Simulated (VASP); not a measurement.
Set up this calculation in VASP 6.6.1, as the native input.

```yaml
Task: single point
Functional: PBE-based screened hybrid
Potentials_or_basis: VASP PAW PBE potentials, release 64 (Mg, S)
Cutoff: 520 eV
k_mesh: 4 × 4 × 4
Occupations: gaussian, width 0.01 eV
Spin: no spin polarisation
Dipole_correction: no
Grid_for_exact_exchange_PRECFOCK: Normal
Share_of_exact_exchange: 0.15
Further_INCAR_settings: ALGO = Normal; EDIFF = 1e-06; NBANDS = 11
Screening_parameter: 0.1 1/Å
```

The system is MgS.

```
Mg S
1.0
     0.00000    2.83088    2.83088
     2.83088    0.00000    2.83088
     2.83088    2.83088    0.00000
Mg S
1 1
Direct
  0.00000 0.00000 0.00000
  0.25000 0.25000 0.25000
```

One way to write it, as run:

POSCAR

```
MgS
1.0
    0.0000000000      2.8308768389      2.8308768389
    2.8308768389      0.0000000000      2.8308768389
    2.8308768389      2.8308768389      0.0000000000
Mg S
1 1
Direct
    0.0000000000      0.0000000000      0.0000000000
    0.2500000000      0.2500000000      0.2500000000
```

INCAR.step1

```
PREC = Accurate ; ENCUT = 520
EDIFF = 1E-5 ; ISMEAR = 0
SIGMA = 0.01 ; LREAL = F
LASPH = T ; NELM = 60
ALGO = Normal ; ISIF = 2
LWAVE = T ; GGA = PE
NBANDS = 11
```

INCAR.step2

```
PREC = Accurate ; ENCUT = 520
EDIFF = 1E-6 ; ISMEAR = 0
SIGMA = 0.01 ; LREAL = F
LASPH = T ; NELM = 60
ALGO = Normal ; ISIF = 2
LWAVE = F ; LCHARG = T
GGA = PE ; LHFCALC = T
AEXX = 0.15 ; HFSCREEN = 0.1
PRECFOCK = Normal ; LELF = T
LVHAR = T ; ISTART = 1
NBANDS = 11
```

KPOINTS

```
regular mesh
0
Gamma
  4 4 4
```

Potentials or basis: VASP PAW PBE potentials, release 64 (Mg, S).

Launch:

```sh
$ cat potpaw_PBE.64/Mg/POTCAR potpaw_PBE.64/S/POTCAR > POTCAR
$ cp INCAR.step1 INCAR
$ mpirun -np 1 vasp_std > vasp.out
$ cp INCAR.step2 INCAR
$ mpirun -np 1 vasp_std > vasp.out
```

Results of the run:

- Pressure: 0.3 GPa
- Band gap on the k mesh: 4.29 eV, direct

Caveat: the k points lie up to 0.48 Å⁻¹ apart; the PAW data sets were made with another functional, which shifts forces and pressure a little.

Wall time 70 s on 1 thread of AMD EPYC 9R14 (Zen 4) (shared host), peak memory 0.25 GiB.
